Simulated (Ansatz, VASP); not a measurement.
**Sb in VASP and in Ansatz**

INCAR

```
SYSTEM = Sb
PREC = Accurate
ENCUT = 520
EDIFF = 1E-6
ISMEAR = -1
SIGMA = 0.03
LREAL = .FALSE.
LASPH = .TRUE.
NELM = 100
ALGO = Normal
ISIF = 2
LWAVE = .FALSE.
LCHARG = .FALSE.
GGA = CA
NBANDS = 12
```

KPOINTS

```
Automatic mesh
0
G
  12 12 12
  0 0 0
```

File POSCAR:

```
Sb
1.0
    2.1755285804      1.2711226823      3.7609612501
   -2.1256720836      1.2496166789      3.7394552467
    0.0063035032     -2.4645793611      3.7315835032
Sb
2
Direct
    0.2336400000      0.2336400000      0.2336400000
    0.7663600000      0.7663600000      0.7663600000
```

Input for Ansatz:

```yaml
crystal:
  lattice:
    - [2.1755285804, 1.2711226823, 3.7609612501]
    - [-2.1256720836, 1.2496166789, 3.7394552467]
    - [0.0063035032, -2.4645793611, 3.7315835032]
  atoms:
    - { symbol: Sb, position: [0.23364, 0.23364, 0.23364] }
    - { symbol: Sb, position: [0.76636, 0.76636, 0.76636] }
kpoints:
  mp_grid: { grid: [12, 12, 12] }
  band_path:
    path:
      - [0.0, 0.0, 0.0]
      - [-0.5, -0.5, -0.5]
      - [0.5, 0.0, 0.0]
      - [0.0, 0.0, 0.0]
      - [0.0, 0.0, 0.5]
      - [0.0, -0.5, 0.0]
      - [0.0, 0.0, 0.0]
      - [0.5, 0.0, 0.5]
      - [-0.5, -0.5, 0.0]
    npoints: 5
scf:
  occupations: { method: fermi_dirac, width: 0.03 }
hamiltonian:
  xc: lda
  pseudopotentials: { kind: all_electron, lapw: { basis_error: 0.0005 } }
output:
  forces: true
  stress: true
  eigenvalues: true
```

Change from the starting cell: equal xy, yz and zx shear strains of +1 %.

Alike in both runs: task single point; functional LDA; k mesh 12 × 12 × 12; occupations fermi-dirac, width 0.03 eV; no spin polarisation.

|  | VASP | Ansatz |
| --- | --- | --- |
| version | VASP 6.6.1 | Ansatz 0.2.0 |
| potentials or method | VASP PAW LDA potentials, release 64 (Sb), cutoff 520 eV | all-electron LAPW, scalar-relativistic |

|  | VASP | Ansatz | Ansatz less VASP |
| --- | --- | --- | --- |
| pressure (GPa) | -0.5 | -0.8 | -0.26 |
| traceless stress, the component that is largest in VASP (GPa) | -0.60 | -0.59 | +0.005 |
| rms of the force components (eV/Å) | 0.087 | 0.052 | -0.0347 |

LDA's correlation is that of Perdew and Zunger in VASP and of Perdew and Wang (1992) in Ansatz. Atom by atom the forces differ by 0.039 eV/Å (rms over components). Ansatz ran all-electron here, and VASP with PAW potentials.

Neither program's run includes spin-orbit coupling.
